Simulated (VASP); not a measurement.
# Au (Fm-3m) in VASP: single point with PBEsol

Aim: the single point of Au with PBEsol.

Program: VASP 6.6.1. These are calculated values, not measurements. Logs are shortened: lines on timing, memory, paths and dates and some standing lists are left out, and cuts for length are marked.

## Step 1: The cell of the first run

It takes space group Fm-3m (No. 225, cubic). The conventional cell has a = 4.084 Å, b = 4.084 Å, c = 4.084 Å, α = 90.00°, β = 90.00°, γ = 90.00°. Au (site symmetry m-3m) has 12 Au at 2.89 Å within 3.8 Å.

## Step 2: Single point, PBEsol

Input file INCAR:

```
  PREC = Accurate
  ENCUT = 520
  EDIFF = 1E-7
  ISMEAR = -1
  SIGMA = 0.05
  LREAL = False
  LASPH = True
  NELM = 100
  ALGO = Normal
  ISIF = 2
  LWAVE = False
  LCHARG = False
  GGA = PS
  NBANDS = 24
```

Input file KPOINTS:

```
Automatic mesh
0
Gamma
  14 14 5
```

Input file POSCAR:

```
Au
1.0
    0.0000000000      2.0418379798     -2.0418379798
   -2.0418379798      0.0000000000      2.0418379798
    4.0836759596      4.0836759596      4.0836759596
Au
3
Direct
    0.0000000000      0.0000000000      0.0000000000
    0.3333333330      0.6666666670      0.3333333330
    0.6666666670      0.3333333330      0.6666666670
```

Potentials or basis: VASP PAW PBE potentials, release 64 (Au).

Command:

```sh
> cat potpaw_PBE.64/Au/POTCAR > POTCAR
> mpirun -np 1 vasp_std > vasp.out
```

OUTCAR:

```text
PREC = Accurate
   ENCUT = 520
   EDIFF = 1E-7
   ISMEAR = -1
   LREAL = False
   LASPH = True
   NELM = 100
   ISIF = 2
   GGA = PS

 ion  position               nearest neighbor table
   1  0.000  0.000  0.000-   2 2.89   3 2.89   3 2.89   2 2.89   3 2.89   2 2.89
   2  0.333  0.667  0.333-   1 2.89   1 2.89   1 2.89   3 2.89   3 2.89   3 2.89
   3  0.667  0.333  0.667-   1 2.89   1 2.89   1 2.89   2 2.89   2 2.89   2 2.89

  LATTYP: Found a hexagonal cell.
 ALAT       =     2.8875949632
 C/A-ratio  =     2.4494897428

  Lattice vectors:

 A1 = (   0.0000000000,   2.0418379798,  -2.0418379798)
 A2 = (  -2.0418379798,   0.0000000000,   2.0418379798)
 A3 = (   4.0836759596,   4.0836759596,   4.0836759596)

Analysis of symmetry for initial positions (statically):
=====================================================================
 Subroutine PRICEL returns following result:

  LATTYP: Found a face centered cubic cell.
 ALAT       =     4.0836759555

  Lattice vectors:

 A1 = (   2.0418379778,   2.0418379778,   0.0000000000)
 A2 = (  -0.0000000020,   2.0418379778,   2.0418379798)
 A3 = (   2.0418379839,   0.0000000041,   2.0418379798)

   3 primitive cells build up your supercell.

 Routine SETGRP: Setting up the symmetry group for a
 hexagonal supercell.

 Subroutine GETGRP returns: Found 12 space group operations
 (whereof 12 operations were pure point group operations)
 out of a pool of 24 trial point group operations.

The static configuration has the point symmetry D_3d.

Analysis of symmetry for dynamics (positions and initial velocities):
=====================================================================
 Subroutine PRICEL returns following result:

  LATTYP: Found a face centered cubic cell.
 ALAT       =     4.0836759555

  Lattice vectors:

 A1 = (   2.0418379778,   2.0418379778,   0.0000000000)
 A2 = (  -0.0000000020,   2.0418379778,   2.0418379798)
 A3 = (   2.0418379839,   0.0000000041,   2.0418379798)

   3 primitive cells build up your supercell.

 Routine SETGRP: Setting up the symmetry group for a
 hexagonal supercell.

 Subroutine GETGRP returns: Found 12 space group operations
 (whereof 12 operations were pure point group operations)
 out of a pool of 24 trial point group operations.

The dynamic configuration has the point symmetry D_3d.

 Subroutine INISYM returns: Found 12 space group operations
 (whereof 12 operations are pure point group operations),
 and found     3 'primitive' translations

----------------------------------------------------------------------------------------

                                     Primitive cell

  volume of cell :      17.0253

  direct lattice vectors                    reciprocal lattice vectors
     2.041837978  2.041837978  0.000000000     0.244877411  0.244877413 -0.244877412
    -0.000000002  2.041837978  2.041837980    -0.244877412  0.244877412  0.244877412
     2.041837984  0.000000004  2.041837980     0.244877412 -0.244877412  0.244877412

  length of vectors
     2.887594960  2.887594962  2.887594966     0.424140120  0.424140119  0.424140119

  position of ions in fractional coordinates (direct lattice)
     0.000000000  0.000000000  0.000000000

  ion indices of the primitive-cell ions
   primitive index   ion index
                 1           1

----------------------------------------------------------------------------------------

 KPOINTS: Automatic mesh

Automatic generation of k-mesh.
 Grid dimensions read from file:
 generate k-points for:   14   14    5

 Generating k-lattice:

  Cartesian coordinates                     Fractional coordinates (reciprocal lattice)
    -0.011660829  0.023321658 -0.011660829     0.071428571  0.000000000  0.000000000
    -0.023321658  0.011660829  0.011660829     0.000000000  0.071428571  0.000000000
     0.016325161  0.016325161  0.016325161     0.000000000  0.000000000  0.200000000

  Length of vectors
     0.028563081  0.028563081  0.028276008

  Shift w.r.t. Gamma in fractional coordinates (k-lattice)
     0.000000000  0.000000000  0.000000000

 Subroutine IBZKPT returns following result:
 ===========================================

 Found    104 irreducible k-points:

 Following reciprocal coordinates:
            Coordinates               Weight
  0.000000  0.000000  0.000000      1.000000
  0.071429  0.000000  0.000000      6.000000
  0.142857  0.000000  0.000000      6.000000
  0.214286  0.000000  0.000000      6.000000
  0.285714  0.000000  0.000000      6.000000
  0.357143  0.000000  0.000000      6.000000
[... 16 lines left out ...]
  0.285714  0.285714  0.000000      6.000000
  0.357143  0.285714 -0.000000      6.000000
 [... further k-points ...]
   k-points           NKPTS =    104   k-points in BZ     NKDIM =    104   number of bands    NBANDS=     24
   number of dos      NEDOS =    301   number of ions     NIONS =      3
   total plane-waves  NPLWV =  31104
   dimension x,y,z NGX =    24 NGY =   24 NGZ =   54
   dimension x,y,z NGXF=    48 NGYF=   48 NGZF=  108
   ions per type =               3
   NGX,Y,Z   is equivalent  to a cutoff of  13.82, 13.82, 12.69 a.u.
   NGXF,Y,Z  is equivalent  to a cutoff of  27.63, 27.63, 25.38 a.u.
 SYSTEM =  unknown system
   PREC   = accura    normal or accurate (medium, high low for compatibility)
   ISTART =      0    job   : 0-new  1-cont  2-samecut
   ICHARG =      2    charge: 1-file 2-atom 10-const
   ISPIN  =      1    spin polarized calculation?
   LNONCOLLINEAR =      F non collinear calculations
   LSORBIT =      F    spin-orbit coupling
   LASPH  =      T    aspherical Exc in radial PAW
   ENCUT  =  520.0 eV  38.22 Ry    6.18 a.u.   5.37  5.37 13.15*2*pi/ulx,y,z
   NELM   =    100;   NELMIN=  2; NELMDL= -5     # of ELM steps
   EDIFF  = 0.1E-06   stopping-criterion for ELM
   LREAL  =      F    real-space projection
   EDIFFG = 0.1E-05   stopping-criterion for IOM
   NSW    =      0    number of steps for IOM
   IBRION =     -1    ionic relax: 0-MD 1-quasi-New 2-CG
   NFREE  =      0    steps in history (QN), initial steepest desc. (CG)
   ISIF   =      2    stress and relaxation
   ISYM   =      2    0-nonsym 1-usesym 2-fastsym
   POTIM  = 0.5000    time-step for ionic-motion
   TEBEG  =    0.0;   TEEND  =   0.0 temperature during run
   PSTRESS=    0.0 pullay stress
   NELECT =      33.0000    total number of electrons
   NUPDOWN=      -1.0000    fix difference up-down
   EMIN   =  10.00;   EMAX   =-10.00  energy-range for DOS
   EFERMI =   0.00;   METHOD = LEGACY
   ISMEAR =    -1;   SIGMA  =   0.05  broadening in eV -4-tet -1-fermi 0-gaus
   EFERMI_NEDOS =   21; number of points for ismear=-14 and -15
   IALGO  =     38    algorithm
   IMIX   =      4    mixing-type and parameters
     AMIX     =   0.40;   BMIX     =  1.00
     AMIX_MAG =   1.60;   BMIX_MAG =  1.00
  volume/ion in A,a.u.               =      17.03       114.89
  Fermi-wavevector in a.u.,A,eV,Ry     =   1.415276  2.674484 27.252550  2.003006
  Thomas-Fermi vector in A             =   2.536731
   LORBIT       =      0    0 simple, 1 ext, 2 COOP (PROOUT), +10 PAW based schemes
   GGA     = PS    functional components
   LHFCALC =     F    Hartree Fock is set to
   AEXX    =    0.0000 exact exchange contribution
   IVDW    =     0    specifies the selected vdW correction
   LEPSILON=     F    determine dielectric tensor
   LRPA    =     F    only Hartree local field effects (RPA)
 non-spin polarized calculation
  energy-cutoff  :      520.00
  volume of cell :       51.08
 maximum number of plane-waves:      1412
 NGX is ok and might be reduce to    24
   NGX = 11   NGY = 11   NGZ = 27

 number of electron      33.0000004 magnetization

 Free energy of the ion-electron system (eV)
  ---------------------------------------------------
  ext. energy  EPLUGINS =         0.00000000
  ---------------------------------------------------
  free energy    TOTEN  =       -11.77125876 eV

  energy without entropy =      -11.76358372  energy(sigma->0) =      -11.76742124

 E-fermi :   9.2751     XC(G=0): -12.8907

 val. band max:        9.2542038988   @ k =   0.4286   0.0714   0.0000
 cond. band min:       9.2874076976   @ k =   0.3571   0.1429   0.4000
 fundamental gap:      0.0332037988
 Fermi energy:         9.2750656969

 k-point     1 :       0.0000    0.0000    0.0000
  band No.  band energies     occupation
      1      -0.6369      2.00000
      2       1.7859      2.00000
      3       1.7859      2.00000
      4       4.6070      2.00000
      5       4.6103      2.00000
      6       4.6103      2.00000
[... 16 lines left out ...]
     23      24.1291      0.00000
     24      27.7926      0.00000

 k-point     2 :       0.0714    0.0000    0.0000
  band No.  band energies     occupation
      1      -0.4785      2.00000
      2       1.9290      2.00000
      3       1.9359      2.00000
      4       4.5491      2.00000
      5       4.6638      2.00000
      6       4.6721      2.00000
[... 16 lines left out ...]
     23      24.2576      0.00000
     24      26.3169      0.00000

 k-point     3 :       0.1429    0.0000    0.0000
  band No.  band energies     occupation
      1      -0.0199      2.00000
      2       2.2949      2.00000
      3       2.3657      2.00000
      4       4.3198      2.00000
      5       4.3934      2.00000
      6       4.4192      2.00000
[... 16 lines left out ...]
     23      24.4176      0.00000
     24      24.9690      0.00000
[... 514 lines left out ...]
 k-point    23 :       0.2857    0.2857    0.0000
  band No.  band energies     occupation
      1       2.9964      2.00000
      2       2.9964      2.00000
      3       3.3382      2.00000
      4       3.7036      2.00000
      5       3.7036      2.00000
      6       4.2420      2.00000
[... 16 lines left out ...]
     23      17.7794      0.00000
     24      17.8591      0.00000

 k-point    24 :       0.3571    0.2857   -0.0000
  band No.  band energies     occupation
      1       2.9519      2.00000
      2       3.1961      2.00000
      3       3.1961      2.00000
      4       3.6743      2.00000
      5       4.0138      2.00000
      6       4.0138      2.00000
[... 16 lines left out ...]
     23      17.3314      0.00000
     24      17.3314      0.00000

 [... further k-points ...]

------------------------ aborting loop because EDIFF is reached ----------------------------------------

  FORCE on cell =-STRESS in cart. coord.  units (eV):
  Direction    XX          YY          ZZ          XY          YZ          ZX
  --------------------------------------------------------------------------------------
  -------------------------------------------------------------------------------------
  Total       -0.1213252     -0.1213252     -0.1213252     -0.1276698     -0.1276698     -0.1276698
  in kB       -3.8058044     -3.8058044     -3.8058044     -4.0048250     -4.0048250     -4.0048250
  external PRESSURE =      -3.8058044 kB  Pullay stress =       0.0000000 kB

 VOLUME and BASIS-vectors are now :
 -----------------------------------------------------------------------------
  energy-cutoff  :      520.00
  volume of cell :       51.08
      direct lattice vectors                 reciprocal lattice vectors
     0.000000000  2.041837980 -2.041837980    -0.163251608  0.326503216 -0.163251608
    -2.041837980  0.000000000  2.041837980    -0.326503216  0.163251608  0.163251608
     4.083675960  4.083675960  4.083675960     0.081625804  0.081625804  0.081625804

 POSITION                                       TOTAL-FORCE (eV/Angst)
 -----------------------------------------------------------------------------------
      0.00000      0.00000      0.00000        -0.000000     -0.000000      0.000000
     -0.00000      2.04184      2.04184        -0.000000      0.000000     -0.000000
      2.04184      4.08368      2.04184         0.000000      0.000000      0.000000
 -----------------------------------------------------------------------------------
    total drift:                               -0.000000     -0.000000     -0.000000

  FREE ENERGIE OF THE ION-ELECTRON SYSTEM (eV)
  ---------------------------------------------------
  free  energy   TOTEN  =       -11.7712587640 eV

  energy  without entropy=      -11.7635837240  energy(sigma->0) =      -11.76742124
```

It took 3 min on 1 thread of Intel Xeon 8259CL, shared host; peak memory 0.25 GiB.

Results:

```
Free energy            : -11.7713 eV
Pressure               : -0.4 GPa
Band gap on the k mesh : zero (an odd number of electrons rules out a gap without spin polarisation)
```

Levels at points of the mesh, in eV from the Fermi level:
```tsv
k point	band 15	band 16	band 17	band 18	band 19	band 20
(0.00, 0.00, 0.00)	-2.52	-2.52	-2.52	-2.52	7.86	7.86
(0.50, 0.00, 0.00)	-1.60	0.66	0.66	0.97	4.12	4.12
```

Caveat: the PAW data sets were made with another functional, which shifts forces and pressure a little; spin-orbit coupling is left out, which moves the levels of the heavy elements.
